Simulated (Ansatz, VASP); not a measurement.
**BeS in VASP and in Ansatz**

```
Be S
1.0
     0.00000    2.38863    2.38863
     2.38863    0.00000    2.38863
     2.38863    2.38863    0.00000
Be S
1 1
Direct
  0.00000 0.00000 0.00000
  0.75000 0.75000 0.75000
```

Change from the starting cell: strain -0.015 along x and y, -0.015 along z, atoms carried along.

Alike in both runs: task single point; functional PBE; k mesh 8 × 8 × 8; occupations gaussian, width 0.05 eV; no spin polarisation.

|  | VASP | Ansatz |
| --- | --- | --- |
| version | VASP 6.6.1 | Ansatz 0.2.0 |
| potentials or method | VASP PAW PBE potentials, release 64 (Be, S), cutoff 520 eV | scalar-relativistic, plane waves, PAW |
| valence electrons in the cell | 8 | 8 |

```csv
,VASP,Ansatz,Ansatz less VASP
gap on the k mesh at the Fermi level (eV),3.00,3.00,-0.001
least direct gap on the mesh (eV),5.65,5.63,-0.019
pressure (GPa),6.4,6.4,-0.01
```
